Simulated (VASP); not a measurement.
Wanted: the native input for a VASP 6.6.1 run.

```
Task                   : single point
Functional             : PBE
Dispersion             : D3(BJ)
Potentials or basis    : VASP PAW PBE potentials, release 64 (Sn_d, O)
Cutoff                 : 520 eV
k mesh                 : 12 × 12 × 4
Occupations            : gaussian, width 0.05 eV
Spin                   : no spin polarisation
Dipole correction      : no
Further INCAR settings : ALGO = Normal; EDIFF = 1e-07; NBANDS = 35
```

The structure of SnO2 lies in POSCAR:

```
SnO2
1.0
    3.2648065132      0.0000000000      0.0000000000
   -1.6324032566      2.8274053789      0.0000000000
    0.0000000000      0.0000000000     10.5056250869
Sn O
2 4
Direct
   -0.1559678954      0.0000000000      0.5000000000
    0.1559678954      0.0000000000      0.0000000000
    0.5087184888      0.3333333333      0.4017901351
    0.8246148446      0.3333333333      0.0982098649
    0.1753851554      0.6666666667      0.5982098649
    0.4912815112      0.6666666667      0.9017901351
```

These files were run (other wordings do the same):

INCAR

```
SYSTEM = SnO2
ALGO = Normal
EDIFF = 1E-7
ENCUT = 520
GGA = PE
ISIF = 2
ISMEAR = 0
IVDW = 12
LASPH = .True.
LCHARG = .True.
LELF = .True.
LREAL = .False.
LVHAR = .True.
LWAVE = .False.
NBANDS = 35
NELM = 100
PREC = Accurate
SIGMA = 0.05
```

KPOINTS

```
k-points
0
Gamma
  12 12 4
  0 0 0
```

Potentials or basis: VASP PAW PBE potentials, release 64 (Sn_d, O).

Command:

```sh
$ cat potpaw_PBE.64/Sn_d/POTCAR potpaw_PBE.64/O/POTCAR > POTCAR
$ mpirun -np 1 vasp_std > vasp.out
```

It gave:

```yaml
Pressure: -5.7 GPa
Largest_force: 0.423 eV/Å
Band_gap_on_the_k_mesh: 1.85 eV, indirect (least direct gap 2.12 eV)
Dispersion_energy_per_atom: -0.156 eV
```

Caveat: spin-orbit coupling is left out, which moves the levels of the heavy elements.

Wall time 5.2 min on 1 thread of Oxide Virtual Turin-like Processor, with other jobs on the host, peak memory 0.42 GiB.
